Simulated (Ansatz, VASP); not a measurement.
## TiC: VASP beside Ansatz

```
CELL_PARAMETERS angstrom
2.70654 0.00000 0.00000
0.00000 2.70654 0.00000
0.00000 0.00000 2.70654
ATOMIC_POSITIONS crystal
Ti 0.00000 0.00000 0.00000
C 0.50000 0.50000 0.50000
```

Alike in both runs: task single point; functional PBE; k mesh 6 × 6 × 6; occupations gaussian, width 0.05 eV; no spin polarisation.

|  | VASP | Ansatz |
| --- | --- | --- |
| version | VASP 6.6.1 | Ansatz 0.2.0 |
| potentials or method | VASP PAW PBE potentials, release 64 (Ti_sv, C), cutoff 600 eV | scalar-relativistic, plane waves, PAW |
| valence electrons in the cell | 16 | 16 |

```csv
,VASP,Ansatz,Ansatz less VASP
gap on the k mesh at the Fermi level (eV),none,none,-
pressure (GPa),0.0,0.0,0.00
```

A gap of «none» marks a metal or a gap that the smearing closes.

The k mesh is coarse, so the values compare programs but aren't converged.
